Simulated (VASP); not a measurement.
# CaO (gw) (I4/mmm) in VASP: further runs

CaO (gw) is run at these levels: PBEsol; tasks: single point.

Program: VASP 6.6.1. These are calculated values, not measurements. Logs are shortened: lines on timing, memory, paths and dates and some standing lists are left out, and cuts for length are marked.

**1. The cell of the first run**

It takes space group I4/mmm (No. 139, tetragonal). The conventional cell has a = 3.378 Å, b = 3.378 Å, c = 4.719 Å, α = 90.00°, β = 90.00°, γ = 90.00°. Within 3.1 Å of Ca (site symmetry 4/mmm) lie 6 O at 2.36 to 2.39 Å. O (site symmetry 4/mmm) has 6 Ca at 2.36 to 2.39 Å within 3.1 Å.

**2. Single point, PBEsol**

The input, INCAR:

```
SYSTEM = CaO
PREC = Accurate
ENCUT = 600
EDIFF = 1E-6
ISMEAR = 0
SIGMA = 0.01
LREAL = .FALSE.
LASPH = .TRUE.
NELM = 120
ALGO = Normal
ISIF = 2
LWAVE = .FALSE.
LCHARG = .TRUE.
GGA = PS
LELF = .TRUE.
LVHAR = .TRUE.
NBANDS = 15
GGA_COMPAT = .FALSE.
```

The input, KPOINTS:

```
Automatic mesh
0
G
  4 4 4
  0 0 0
```

The input, POSCAR:

```
CaO
1.0
    0.0000000000      2.3883338151      2.3595250947
    2.3883338151      0.0000000000      2.3595250947
    2.3883338151      2.3883338151      0.0000000000
Ca O
1 1
Direct
    0.0000000000      0.0000000000      0.0000000000
    0.5000000000      0.5000000000      0.5000000000
```

Potentials or basis: VASP PAW PBE potentials, release 64 (Ca_sv, O).

On the command line:

```console
cat potpaw_PBE.64/Ca_sv/POTCAR potpaw_PBE.64/O/POTCAR > POTCAR
mpirun -np 1 vasp_std > vasp.out
```

OUTCAR:

```text
SYSTEM = CaO
   PREC = Accurate
   ENCUT = 600
   EDIFF = 1E-6
   ISMEAR = 0
   LREAL = .FALSE.
   LASPH = .TRUE.
   NELM = 120
   ISIF = 2
   GGA = PS

 ion  position               nearest neighbor table
   1  0.000  0.000  0.000-   2 2.36   2 2.36   2 2.39   2 2.39   2 2.39   2 2.39
   2  0.500  0.500  0.500-   1 2.36   1 2.36   1 2.39   1 2.39   1 2.39   1 2.39

  LATTYP: Found a body centered tetragonal cell.
 ALAT       =     3.3776140728
 C/A-ratio  =     1.3971549406

  Lattice vectors:

 A1 = (   0.0000000000,  -2.3883338151,  -2.3595250947)
 A2 = (   0.0000000000,   2.3883338151,  -2.3595250947)
 A3 = (   2.3883338151,   0.0000000000,   2.3595250947)

Analysis of symmetry for initial positions (statically):
=====================================================================
 Subroutine PRICEL returns:
 Original cell was already a primitive cell.

 Routine SETGRP: Setting up the symmetry group for a
 body centered tetragonal supercell.

 Subroutine GETGRP returns: Found 16 space group operations
 (whereof 16 operations were pure point group operations)
 out of a pool of 16 trial point group operations.

The static configuration has the point symmetry D_4h.

Analysis of symmetry for dynamics (positions and initial velocities):
=====================================================================
 Subroutine PRICEL returns:
 Original cell was already a primitive cell.

 Routine SETGRP: Setting up the symmetry group for a
 body centered tetragonal supercell.

 Subroutine GETGRP returns: Found 16 space group operations
 (whereof 16 operations were pure point group operations)
 out of a pool of 16 trial point group operations.

The dynamic configuration has the point symmetry D_4h.

 Subroutine INISYM returns: Found 16 space group operations
 (whereof 16 operations are pure point group operations),
 and found     1 'primitive' translations

----------------------------------------------------------------------------------------

                                     Primitive cell

  volume of cell :      26.9181

  direct lattice vectors                    reciprocal lattice vectors
     0.000000000  2.388333815  2.359525095    -0.209350970  0.209350970  0.211907049
     2.388333815  0.000000000  2.359525095     0.209350970 -0.209350970  0.211907049
     2.388333815  2.388333815  0.000000000     0.209350970  0.209350970 -0.211907049

  length of vectors
     3.357305033  3.357305033  3.377614073     0.364088251  0.364088251  0.364088251

  position of ions in fractional coordinates (direct lattice)
     0.000000000  0.000000000  0.000000000
     0.500000000  0.500000000  0.500000000

[... 78 lines left out ...]
   EFERMI =   0.00;   METHOD = LEGACY
   ISMEAR =     0;   SIGMA  =   0.01  broadening in eV -4-tet -1-fermi 0-gaus
   EFERMI_NEDOS =   21; number of points for ismear=-14 and -15
   IALGO  =     38    algorithm
   IMIX   =      4    mixing-type and parameters
     AMIX     =   0.40;   BMIX     =  1.00
     AMIX_MAG =   1.60;   BMIX_MAG =  1.00
  volume/ion in A,a.u.               =      13.46        90.83
  Fermi-wavevector in a.u.,A,eV,Ry     =   1.376470  2.601150 25.778529  1.894668
  Thomas-Fermi vector in A             =   2.501711
   LORBIT       =      0    0 simple, 1 ext, 2 COOP (PROOUT), +10 PAW based schemes
   GGA     = PS    functional components
   LHFCALC =     F    Hartree Fock is set to
   AEXX    =    0.0000 exact exchange contribution
   IVDW    =     0    specifies the selected vdW correction
   LEPSILON=     F    determine dielectric tensor
   LRPA    =     F    only Hartree local field effects (RPA)
 non-spin polarized calculation
 Gauss-broadening in eV      SIGMA  =   0.01
  energy-cutoff  :      600.00
  volume of cell :       26.92
 maximum number of plane-waves:       922
 NGX is ok and might be reduce to    28
   NGX = 13   NGY = 13   NGZ = 13

 number of electron      15.9999997 magnetization

 Free energy of the ion-electron system (eV)
  ---------------------------------------------------
  ext. energy  EPLUGINS =         0.00000000
  ---------------------------------------------------
  free energy    TOTEN  =       -13.40554630 eV

  energy without entropy =      -13.40554630  energy(sigma->0) =      -13.40554630

 E-fermi :   2.5034     XC(G=0): -10.8881

 val. band max:        2.4028191931   @ k =   0.0000   0.0000   0.0000
 cond. band min:       5.8634048726   @ k =   0.5000   0.5000   0.0000
 fundamental gap:      3.4605856795
 Fermi energy:         2.5033932658

 k-point     1 :       0.0000    0.0000    0.0000
  band No.  band energies     occupation
      1     -34.8940      2.00000
      2     -15.7131      2.00000
      3     -15.7131      2.00000
      4     -15.7070      2.00000
      5     -13.1258      2.00000
      6       2.3678      2.00000
      7       2.3678      2.00000
      8       2.4028      2.00000
      9       7.1826      0.00000
     10       8.6062      0.00000
     11       8.6062      0.00000
     12       8.6938      0.00000
     13      10.1688      0.00000
     14      10.2915      0.00000
[... 203 lines left out ...]
      2     -16.2467      2.00000
      3     -16.1858      2.00000
      4     -16.1858      2.00000
      5     -12.3701      2.00000
      6       0.9969      2.00000
      7       1.2726      2.00000
      8       1.2726      2.00000
      9       8.7860      0.00000
     10       8.7860      0.00000
     11      10.9350      0.00000
     12      12.1338      0.00000
     13      12.6749      0.00000
     14      16.5129      0.00000
     15      16.7521      0.00000

------------------------ aborting loop because EDIFF is reached ----------------------------------------

  FORCE on cell =-STRESS in cart. coord.  units (eV):
  Direction    XX          YY          ZZ          XY          YZ          ZX
  --------------------------------------------------------------------------------------
  -------------------------------------------------------------------------------------
  Total        0.1034994      0.1034994      0.4822941      0.0000000      0.0000000      0.0000000
  in kB        6.1603263      6.1603263     28.7063420      0.0000000      0.0000000      0.0000000
  external PRESSURE =      13.6756649 kB  Pullay stress =       0.0000000 kB

 VOLUME and BASIS-vectors are now :
 -----------------------------------------------------------------------------
  energy-cutoff  :      600.00
  volume of cell :       26.92
      direct lattice vectors                 reciprocal lattice vectors
     0.000000000  2.388333815  2.359525095    -0.209350970  0.209350970  0.211907049
     2.388333815  0.000000000  2.359525095     0.209350970 -0.209350970  0.211907049
     2.388333815  2.388333815  0.000000000     0.209350970  0.209350970 -0.211907049

 POSITION                                       TOTAL-FORCE (eV/Angst)
 -----------------------------------------------------------------------------------
      0.00000      0.00000      0.00000        -0.000000      0.000000     -0.000000
      2.38833      2.38833      2.35953         0.000000     -0.000000      0.000000
 -----------------------------------------------------------------------------------
    total drift:                                0.000000      0.000000      0.000000

  FREE ENERGIE OF THE ION-ELECTRON SYSTEM (eV)
  ---------------------------------------------------
  free  energy   TOTEN  =       -13.4055462950 eV

  energy  without entropy=      -13.4055462950  energy(sigma->0) =      -13.40554630
```

It took 12 s on 1 thread of Intel Xeon 8259CL, shared host; peak memory 0.16 GiB.

Results:

```yaml
Free_energy: -13.4055 eV
Pressure: 1.4 GPa
Band_gap_on_the_k_mesh: 3.46 eV, indirect (least direct gap 3.87 eV)
```

Stress tensor (GPa, compression positive):
```
0.62 0.00 0.00
0.00 0.62 0.00
0.00 0.00 2.87
```

Caveat: the k points lie up to 0.57 Å⁻¹ apart; the PAW data sets were made with another functional, which shifts forces and pressure a little. Expect the measured gap to be larger: semilocal functionals such as PBEsol lack the derivative discontinuity.

**3. Single point, PBEsol**

The input, INCAR:

```
ALGO     = Normal         # electronic algorithm
EDIFF    = 1E-6           # SCF threshold, eV
ENCUT    = 600            # plane-wave cutoff, eV
GGA      = PS             # functional
GGA_COMPAT= F            
ISIF     = 2              # what is computed and relaxed
ISMEAR   = 0              # smearing method
LASPH    = T              # aspherical terms in the spheres
LCHARG   = T              # write CHGCAR
LELF     = T              # ELF
LREAL    = F              # projectors in reciprocal space
LVHAR    = T            
LWAVE    = F              # write WAVECAR
NBANDS   = 15             # bands
NELM     = 120            # most SCF steps
PREC     = Accurate       # precision mode
SIGMA    = 0.01           # smearing width, eV
```

The input, KPOINTS:

```
k-points
0
Gamma
  4 4 4
```

POSCAR is that of step 2.

Potentials or basis: VASP PAW PBE potentials, release 64 (Ca_sv, O).

On the command line:

```console
cat potpaw_PBE.64/Ca_sv/POTCAR potpaw_PBE.64/O/POTCAR > POTCAR
mpirun -np 1 vasp_std > vasp.out
```

OUTCAR:

```text
EDIFF = 1E-6
   ENCUT = 600
   GGA = PS
   ISIF = 2
   ISMEAR = 0
   LASPH = T
   LREAL = F
   NELM = 120
   PREC = Accurate

 ion  position               nearest neighbor table
   1  0.000  0.000  0.000-   2 2.36   2 2.36   2 2.39   2 2.39   2 2.39   2 2.39
   2  0.500  0.500  0.500-   1 2.36   1 2.36   1 2.39   1 2.39   1 2.39   1 2.39

  LATTYP: Found a body centered tetragonal cell.
 ALAT       =     3.3776140728
 C/A-ratio  =     1.3971549406

  Lattice vectors:

 A1 = (   0.0000000000,  -2.3883338151,  -2.3595250947)
 A2 = (   0.0000000000,   2.3883338151,  -2.3595250947)
 A3 = (   2.3883338151,   0.0000000000,   2.3595250947)

Analysis of symmetry for initial positions (statically):
=====================================================================
 Subroutine PRICEL returns:
 Original cell was already a primitive cell.

 Routine SETGRP: Setting up the symmetry group for a
 body centered tetragonal supercell.

 Subroutine GETGRP returns: Found 16 space group operations
 (whereof 16 operations were pure point group operations)
 out of a pool of 16 trial point group operations.

The static configuration has the point symmetry D_4h.

Analysis of symmetry for dynamics (positions and initial velocities):
=====================================================================
 Subroutine PRICEL returns:
 Original cell was already a primitive cell.

 Routine SETGRP: Setting up the symmetry group for a
 body centered tetragonal supercell.

 Subroutine GETGRP returns: Found 16 space group operations
 (whereof 16 operations were pure point group operations)
 out of a pool of 16 trial point group operations.

The dynamic configuration has the point symmetry D_4h.

 Subroutine INISYM returns: Found 16 space group operations
 (whereof 16 operations are pure point group operations),
 and found     1 'primitive' translations

----------------------------------------------------------------------------------------

                                     Primitive cell

[... 108 lines left out ...]
   LRPA    =     F    only Hartree local field effects (RPA)
 non-spin polarized calculation
 Gauss-broadening in eV      SIGMA  =   0.01
  energy-cutoff  :      600.00
  volume of cell :       26.92
 maximum number of plane-waves:       922
 NGX is ok and might be reduce to    28
   NGX = 13   NGY = 13   NGZ = 13

 number of electron      15.9999997 magnetization

 Free energy of the ion-electron system (eV)
  ---------------------------------------------------
  ext. energy  EPLUGINS =         0.00000000
  ---------------------------------------------------
  free energy    TOTEN  =       -13.40554630 eV

  energy without entropy =      -13.40554630  energy(sigma->0) =      -13.40554630

 E-fermi :   2.5034     XC(G=0): -10.8881

 val. band max:        2.4028191931   @ k =   0.0000   0.0000   0.0000
 cond. band min:       5.8634048726   @ k =   0.5000   0.5000   0.0000
 fundamental gap:      3.4605856795
 Fermi energy:         2.5033932658

 k-point     1 :       0.0000    0.0000    0.0000
  band No.  band energies     occupation
      1     -34.8940      2.00000
      2     -15.7131      2.00000
      3     -15.7131      2.00000
      4     -15.7070      2.00000
      5     -13.1258      2.00000
      6       2.3678      2.00000
      7       2.3678      2.00000
      8       2.4028      2.00000
      9       7.1826      0.00000
     10       8.6062      0.00000
     11       8.6062      0.00000
     12       8.6938      0.00000
     13      10.1688      0.00000
     14      10.2915      0.00000
[... 203 lines left out ...]
      2     -16.2467      2.00000
      3     -16.1858      2.00000
      4     -16.1858      2.00000
      5     -12.3701      2.00000
      6       0.9969      2.00000
      7       1.2726      2.00000
      8       1.2726      2.00000
      9       8.7860      0.00000
     10       8.7860      0.00000
     11      10.9350      0.00000
     12      12.1338      0.00000
     13      12.6749      0.00000
     14      16.5129      0.00000
     15      16.7521      0.00000

------------------------ aborting loop because EDIFF is reached ----------------------------------------

  FORCE on cell =-STRESS in cart. coord.  units (eV):
  Direction    XX          YY          ZZ          XY          YZ          ZX
  --------------------------------------------------------------------------------------
  -------------------------------------------------------------------------------------
  Total        0.1034994      0.1034994      0.4822941      0.0000000      0.0000000      0.0000000
  in kB        6.1603263      6.1603263     28.7063420      0.0000000      0.0000000      0.0000000
  external PRESSURE =      13.6756649 kB  Pullay stress =       0.0000000 kB

 VOLUME and BASIS-vectors are now :
 -----------------------------------------------------------------------------
  energy-cutoff  :      600.00
  volume of cell :       26.92
      direct lattice vectors                 reciprocal lattice vectors
     0.000000000  2.388333815  2.359525095    -0.209350970  0.209350970  0.211907049
     2.388333815  0.000000000  2.359525095     0.209350970 -0.209350970  0.211907049
     2.388333815  2.388333815  0.000000000     0.209350970  0.209350970 -0.211907049

 POSITION                                       TOTAL-FORCE (eV/Angst)
 -----------------------------------------------------------------------------------
      0.00000      0.00000      0.00000        -0.000000      0.000000     -0.000000
      2.38833      2.38833      2.35953         0.000000     -0.000000      0.000000
 -----------------------------------------------------------------------------------
    total drift:                                0.000000      0.000000      0.000000

  FREE ENERGIE OF THE ION-ELECTRON SYSTEM (eV)
  ---------------------------------------------------
  free  energy   TOTEN  =       -13.4055462950 eV

  energy  without entropy=      -13.4055462950  energy(sigma->0) =      -13.40554630
```

Wall time 14 s (1 thread of Intel Xeon 8259CL, shared host); peak memory 0.16 GiB.

What came out:

```yaml
Free_energy: -13.4055 eV
Pressure: 1.4 GPa
Band_gap_on_the_k_mesh: 3.46 eV, indirect (least direct gap 3.87 eV)
```

Caveat: the k points lie up to 0.57 Å⁻¹ apart; the PAW data sets were made with another functional, which shifts forces and pressure a little. A k mesh can miss the band edges.
